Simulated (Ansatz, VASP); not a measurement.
## EuO: VASP beside Ansatz

```
Eu O
1.0
     0.00000    2.57335    2.57335
     2.57335    0.00000    2.57335
     2.57335    2.57335    0.00000
Eu O
1 1
Direct
  0.00000 0.00000 0.00000
  0.50000 0.50000 0.50000
```

Alike in both runs: functional PBE; k mesh 14 × 14 × 14; occupations gaussian, width 0.1 eV; collinear spin; Hubbard terms Eu f U = 4.0 eV.

Ansatz relaxed the structure, and its values are those at the end. VASP's run is a single point on that final structure, the one shown.

```csv
,VASP,Ansatz
version,VASP 6.6.1,Ansatz 0.2.0
potentials or method,"VASP PAW PBE potentials, release 64 (Eu, O), cutoff 600 eV","scalar-relativistic, plane waves, PAW"
valence electrons in the cell,23,23
```

```csv
,VASP,Ansatz,Ansatz less VASP
gap on the k mesh at the Fermi level (eV),none,none,-
pressure (GPa),-0.7,0.0,+0.68
net moment per atom (μB),3.50,3.50,0.000
size of the moment on the site where the two differ most (μB),6.69,6.73,+0.036
```

Site moments also hang on the region over which each program counts them. The programs project onto different local orbitals, so the same U acts differently, and such runs can settle in different states. A gap of «none» marks a metal or a gap that the smearing closes. Ansatz's warnings: filled band counts differ across k points.

Spin-orbit coupling is off throughout.
